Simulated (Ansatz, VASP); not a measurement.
TaTi2Si3: VASP beside Ansatz

The input INCAR:

```
SYSTEM = TaTi2Si3
  PREC = Accurate
  ENCUT = 600
  EDIFF = 1E-7
  ISMEAR = 0
  SIGMA = 0.1
  LREAL = .FALSE.
  LASPH = .TRUE.
  NELM = 100
  ALGO = Normal
  ISIF = 3
  LWAVE = .FALSE.
  LCHARG = .FALSE.
  GGA = PE
  IBRION = 2
  NSW = 90
  EDIFFG = -0.04
```

File KPOINTS:

```
regular mesh
0
G
  6 6 2
  0 0 0
```

The input POSCAR:

```
TaTi2Si3
1.0
    3.6254822400      0.0000000000      0.0000000000
    0.0000000000      3.6254822400      0.0000000000
    0.0000000000      0.0000000000      7.7222849200
Ti Ta Si
2 1 3
Direct
    0.0000000000      0.5000000000      0.5000000000
    0.5000000000      0.0000000000      0.5000000000
    0.0000000000      0.0000000000      0.0000000000
    0.0000000000      0.0000000000      0.6420253600
    0.0000000000      0.0000000000      0.3579746400
    0.5000000000      0.5000000000      0.5000000000
```

Input for Ansatz:

```yaml
crystal:
  lattice:
    - [3.62548224, 0.0, 0.0]
    - [0.0, 3.62548224, 0.0]
    - [0.0, 0.0, 7.72228492]
  atoms:
    - { symbol: Ti, position: [0.0, 0.5, 0.5] }
    - { symbol: Ti, position: [0.5, 0.0, 0.5] }
    - { symbol: Ta, position: [0.0, 0.0, 0.0] }
    - { symbol: Si, position: [0.0, 0.0, 0.64202536] }
    - { symbol: Si, position: [0.0, 0.0, 0.35797464] }
    - { symbol: Si, position: [0.5, 0.5, 0.5] }
basis:
  ecutwfc: 420
kpoints:
  mp_grid: { grid: [6, 6, 2] }
hamiltonian:
  xc: pbe
scf:
  occupations: { method: gaussian, width: 0.1 }
  lower_state_search: "off"
output:
  forces: true
  stress: true
  eigenvalues: true
relax:
  adjacent_minimum: "off"
  f_tol: 0.04
  max_steps: 70
  cell: { stress_tol: 0.4 }
```

Alike in both runs: task relaxation of cell and atoms; functional PBE; k mesh 6 × 6 × 2; occupations gaussian, width 0.1 eV; no spin polarisation.

|  | VASP | Ansatz |
| --- | --- | --- |
| version | VASP 6.6.1 | Ansatz 0.2.0 |
| potentials or method | VASP PAW PBE potentials, release 64 (Ti_sv, Ta_pv, Si), cutoff 600 eV | scalar-relativistic, plane waves, PAW |
| valence electrons in the cell | 47 | 49 |

VASP gave:

```
gap on the k mesh at the Fermi level, each at its own relaxed structure (eV) : none
relaxed volume (Å³/atom)                                                     : 27.01
relaxed cell length with the largest relative difference (Å)                 : 4.733
```

Q: What did Ansatz give for the same quantities?

A: gap on the k mesh at the Fermi level, each at its own relaxed structure (eV): none; relaxed volume (Å³/atom): 27.06; relaxed cell length with the largest relative difference (Å): 4.739.

A gap of «none» marks a metal or a gap that the smearing closes. VASP's potentials hold 47 valence electrons a cell and Ansatz's 49, so a difference there can come from the potentials and not from the codes.

The k mesh is coarse, so the values compare programs but aren't converged. Spin-orbit coupling is off throughout. Noted on VASP's run: the volume moved by over 15 % at a fixed basis, so the end points are rough.
